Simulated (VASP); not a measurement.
# Cu (Fmmm) in VASP: notebook

Runs on Cu. Level: r2SCAN. Tasks: single point, relaxation of cell and atoms.

Everything below comes from runs of VASP 6.6.1. Logs are shortened: lines on timing, memory, paths and dates and some standing lists are left out, and cuts for length are marked.

## Step 1: The cell of the first run

The structure is orthorhombic, space group Fmmm (No. 69). Conventional cell: a = 2.560 Å, b = 4.165 Å, c = 9.013 Å, α = 90.00°, β = 90.00°, γ = 90.00°. Within 3.2 Å of Cu (site symmetry mm2) lie 11 Cu at 2.39 to 2.97 Å.

## Step 2: Single point, r2SCAN

The input, POSCAR:

```
Cu
1.0
    0.0000000000      2.0823902682      4.5066421481
    1.2799560223      0.0000000000      4.5066421481
    1.2799560223      2.0823902682      0.0000000000
Cu
2
Direct
    0.1325083302      0.1325083302      0.8674916698
    0.8674916698      0.8674916698      0.1325083302
```

The input, INCAR.step1:

```
SYSTEM = Cu
PREC = Accurate ; ENCUT = 520
ISMEAR = 0 ; SIGMA = 0.1
LREAL = .FALSE. ; LASPH = .TRUE.
NELM = 60 ; NBANDS = 18
GGA = PE ; ALGO = Normal
EDIFF = 1E-4 ; LWAVE = .TRUE.
LCHARG = .FALSE.
```

The input, INCAR.step2:

```
SYSTEM = Cu
PREC = Accurate ; ENCUT = 520
EDIFF = 1E-6 ; ISMEAR = 0
SIGMA = 0.1 ; LREAL = .FALSE.
LASPH = .TRUE. ; NELM = 60
ALGO = Normal ; ISIF = 2
LWAVE = .FALSE. ; LCHARG = .FALSE.
METAGGA = R2SCAN ; LMIXTAU = .TRUE.
NBANDS = 18 ; ISTART = 1
```

The input, KPOINTS:

```
regular mesh
0
G
  8 8 8
  0 0 0
```

Potentials or basis: VASP PAW PBE potentials, release 64 (Cu).

Launch:

```sh
$ cat potpaw_PBE.64/Cu/POTCAR > POTCAR
$ cp INCAR.step1 INCAR
$ mpirun -np 1 vasp_std > vasp.out
$ cp INCAR.step2 INCAR
$ mpirun -np 1 vasp_std > vasp.out
```

OUTCAR:

```text
SYSTEM = Cu
   PREC = Accurate
   ENCUT = 520
   EDIFF = 1E-6
   ISMEAR = 0
   LREAL = .FALSE.
   LASPH = .TRUE.
   NELM = 60
   ISIF = 2
   METAGGA = R2SCAN
   ISTART = 1

 ion  position               nearest neighbor table
   1  0.133  0.133  0.867-   2 2.39   2 2.47   2 2.47
   2  0.867  0.867  0.133-   1 2.39   1 2.47   1 2.47

  LATTYP: Found a face centered orthorhombic cell.
 ALAT       =     2.5599120446
 B/A-ratio  =     1.6269232942
 C/A-ratio  =     3.5209351490

  Lattice vectors:

 A1 = (   0.0000000000,   2.0823902682,   4.5066421481)
 A2 = (   1.2799560223,   0.0000000000,   4.5066421481)
 A3 = (   1.2799560223,   2.0823902682,   0.0000000000)

Analysis of symmetry for initial positions (statically):
=====================================================================
 Subroutine PRICEL returns:
 Original cell was already a primitive cell.

 Routine SETGRP: Setting up the symmetry group for a
 face centered orthorhombic supercell.

 Subroutine GETGRP returns: Found  8 space group operations
 (whereof  8 operations were pure point group operations)
 out of a pool of  8 trial point group operations.

The static configuration has the point symmetry D_2h.

Analysis of symmetry for dynamics (positions and initial velocities):
=====================================================================
 Subroutine PRICEL returns:
 Original cell was already a primitive cell.

 Routine SETGRP: Setting up the symmetry group for a
 face centered orthorhombic supercell.

 Subroutine GETGRP returns: Found  8 space group operations
 (whereof  8 operations were pure point group operations)
 out of a pool of  8 trial point group operations.

The dynamic configuration has the point symmetry D_2h.

 Subroutine INISYM returns: Found  8 space group operations
 (whereof  8 operations are pure point group operations),
 and found     1 'primitive' translations

----------------------------------------------------------------------------------------

                                     Primitive cell

  volume of cell :      24.0237

  direct lattice vectors                    reciprocal lattice vectors
     0.000000000  2.082390268  4.506642148    -0.390638421  0.240108690  0.110947349
     1.279956022  0.000000000  4.506642148     0.390638421 -0.240108690  0.110947349
     1.279956022  2.082390268  0.000000000     0.390638421  0.240108690 -0.110947349
[... 76 lines left out ...]
   ISTART =      1    job   : 0-new  1-cont  2-samecut
   ICHARG =      0    charge: 1-file 2-atom 10-const
   ISPIN  =      1    spin polarized calculation?
   LNONCOLLINEAR =      F non collinear calculations
   LSORBIT =      F    spin-orbit coupling
   LASPH  =      T    aspherical Exc in radial PAW
   ENCUT  =  520.0 eV  38.22 Ry    6.18 a.u.   9.23  8.71  4.54*2*pi/ulx,y,z
   NELM   =     60;   NELMIN=  2; NELMDL=  0     # of ELM steps
   EDIFF  = 0.1E-05   stopping-criterion for ELM
   LREAL  =      F    real-space projection
   EDIFFG = 0.1E-04   stopping-criterion for IOM
   NSW    =      0    number of steps for IOM
   IBRION =     -1    ionic relax: 0-MD 1-quasi-New 2-CG
   NFREE  =      0    steps in history (QN), initial steepest desc. (CG)
   ISIF   =      2    stress and relaxation
   ISYM   =      2    0-nonsym 1-usesym 2-fastsym
   POTIM  = 0.5000    time-step for ionic-motion
   TEBEG  =    0.0;   TEEND  =   0.0 temperature during run
   PSTRESS=    0.0 pullay stress
   NELECT =      22.0000    total number of electrons
   NUPDOWN=      -1.0000    fix difference up-down
   EMIN   =  10.00;   EMAX   =-10.00  energy-range for DOS
   EFERMI =   0.00;   METHOD = LEGACY
   ISMEAR =     0;   SIGMA  =   0.10  broadening in eV -4-tet -1-fermi 0-gaus
   EFERMI_NEDOS =   21; number of points for ismear=-14 and -15
   IALGO  =     38    algorithm
   IMIX   =      4    mixing-type and parameters
     AMIX     =   0.40;   BMIX     =  1.00
     AMIX_MAG =   1.60;   BMIX_MAG =  1.00
  volume/ion in A,a.u.               =      12.01        81.06
  Fermi-wavevector in a.u.,A,eV,Ry     =   1.589775  3.004239 34.387151  2.527384
  Thomas-Fermi vector in A             =   2.688572
   LORBIT       =      0    0 simple, 1 ext, 2 COOP (PROOUT), +10 PAW based schemes
   METAGGA = R2SCAN    functional components
   LHFCALC =     F    Hartree Fock is set to
   AEXX    =    0.0000 exact exchange contribution
   IVDW    =     0    specifies the selected vdW correction
   LEPSILON=     F    determine dielectric tensor
   LRPA    =     F    only Hartree local field effects (RPA)
 non-spin polarized calculation
 Gauss-broadening in eV      SIGMA  =   0.10
  energy-cutoff  :      520.00
  volume of cell :       24.02
 maximum number of plane-waves:       662
 NGX is ok and might be reduce to    40
   NGX = 19   NGY = 17   NGZ =  9

 number of electron      22.0000011 magnetization

 Free energy of the ion-electron system (eV)
  ---------------------------------------------------
  ext. energy  EPLUGINS =         0.00000000
  ---------------------------------------------------
  free energy    TOTEN  =       -21.27682432 eV

  energy without entropy =      -21.27364400  energy(sigma->0) =      -21.27523416

 E-fermi :   7.1925     XC(G=0): -13.5770

 val. band max:        7.1480522071   @ k =   0.2500  -0.2500   0.1250
 cond. band min:       7.2482252732   @ k =   0.5000  -0.0000  -0.0000
 fundamental gap:      0.1001730661
 Fermi energy:         7.1924518963

 k-point     1 :       0.0000    0.0000    0.0000
  band No.  band energies     occupation
      1      -2.3330      2.00000
      2       1.9162      2.00000
      3       3.2117      2.00000
      4       3.8633      2.00000
      5       3.9912      2.00000
      6       4.3537      2.00000
[... 481 lines left out ...]
      5       3.6190      2.00000
      6       4.1752      2.00000
[... 10 lines left out ...]
     17      27.2310      0.00000
     18      29.4983      0.00000

 [... further k-points ...]
[... 5 lines left out ...]
  --------------------------------------------------------------------------------------
  -------------------------------------------------------------------------------------
  Total        0.0985480      0.1216204      0.0558569     -0.0000000      0.0000000      0.0000000
  in kB        6.5723148      8.1110473      3.7251785     -0.0000000      0.0000000      0.0000000
  external PRESSURE =       6.1361802 kB  Pullay stress =       0.0000000 kB

 VOLUME and BASIS-vectors are now :
 -----------------------------------------------------------------------------
  energy-cutoff  :      520.00
  volume of cell :       24.02
      direct lattice vectors                 reciprocal lattice vectors
     0.000000000  2.082390268  4.506642148    -0.390638421  0.240108690  0.110947349
     1.279956022  0.000000000  4.506642148     0.390638421 -0.240108690  0.110947349
     1.279956022  2.082390268  0.000000000     0.390638421  0.240108690 -0.110947349

 POSITION                                       TOTAL-FORCE (eV/Angst)
 -----------------------------------------------------------------------------------
      1.27996      2.08239      1.19434        -0.000000      0.000000     -0.006976
      1.27996      2.08239      7.81895         0.000000      0.000000      0.006976
 -----------------------------------------------------------------------------------
    total drift:                               -0.000000     -0.000000     -0.000000

  FREE ENERGIE OF THE ION-ELECTRON SYSTEM (eV)
  ---------------------------------------------------
  free  energy   TOTEN  =       -21.2768243245 eV

  energy  without entropy=      -21.2736440032  energy(sigma->0) =      -21.27523416
```

OSZICAR.step1:

```text
N       E                     dE             d eps       ncg     rms          rms(c)
DAV:   1     0.121839652927E+03    0.12184E+03   -0.10538E+04  3692   0.217E+03
DAV:   2    -0.247121841332E+01   -0.12431E+03   -0.11756E+03  3422   0.285E+02
DAV:   3    -0.876112467019E+01   -0.62899E+01   -0.60017E+01  3898   0.860E+01
DAV:   4    -0.882682309909E+01   -0.65698E-01   -0.65653E-01  4128   0.947E+00
DAV:   5    -0.882766980778E+01   -0.84671E-03   -0.84668E-03  4202   0.939E-01    0.107E+01
DAV:   6    -0.779664853654E+01    0.10310E+01   -0.11242E+01  3662   0.946E+01    0.542E+00
DAV:   7    -0.710772709730E+01    0.68892E+00   -0.22153E+00  3734   0.392E+01    0.791E-01
DAV:   8    -0.708706976811E+01    0.20657E-01   -0.22368E-02  4158   0.176E+00    0.466E-01
DAV:   9    -0.708324919914E+01    0.38206E-02   -0.43557E-03  4526   0.177E+00    0.854E-02
DAV:  10    -0.708306446003E+01    0.18474E-03   -0.20128E-04  3034   0.280E-01    0.938E-03
DAV:  11    -0.708307806394E+01   -0.13604E-04   -0.94138E-05  2530   0.112E-01
   1 F= -.70830781E+01 E0= -.70814189E+01  d E =-.331836E-02
```

It took 2.4 min on 1 thread of AMD EPYC 9R45 (Zen 5), shared host; peak memory 0.16 GiB.

What came out:

| Quantity | Value |
| --- | --- |
| Free energy | -21.2768 eV |
| Pressure | 0.6 GPa |
| Largest force | 0.007 eV/Å |
| Band gap on the k mesh | zero (bands 11 and 12 overlap by 6.31 eV) |

Forces in eV/Å, atoms in the order of the input:
```
Cu   0.000  0.000 -0.007
Cu   0.000  0.000  0.007
```

Levels at points of the mesh, in eV from the Fermi level:
| k point | band 7 | band 8 | band 9 | band 10 | band 11 | band 12 | band 13 | band 14 | band 15 | band 16 |
| --- | --- | --- | --- | --- | --- | --- | --- | --- | --- | --- |
| (0.00, 0.00, 0.00) | -2.72 | -2.36 | -2.32 | -2.00 | -1.84 | -1.74 | 2.55 | 20.95 | 23.90 | 24.38 |
| (0.50, 0.00, 0.00) | -2.20 | -2.06 | -1.62 | -1.60 | 0.06 | 2.02 | 3.91 | 7.58 | 11.63 | 14.75 |
| (0.50, 0.50, 0.00) | -2.79 | -2.71 | -2.67 | -2.19 | -1.97 | -1.61 | 9.47 | 11.00 | 22.24 | 23.35 |
| (0.50, 0.00, 0.50) | -2.33 | -1.52 | -1.48 | -1.36 | -0.86 | 4.11 | 6.17 | 6.81 | 12.25 | 12.73 |
| (0.00, 0.50, 0.50) | -2.25 | -1.81 | -1.55 | -1.45 | 1.95 | 2.79 | 4.73 | 4.79 | 13.84 | 18.18 |

Caveat: the k points lie up to 0.37 Å⁻¹ apart, too coarse for converged energies and pressures of a metal; the PAW data sets were made with another functional, which shifts forces and pressure a little.

[end of part 1 of 2]
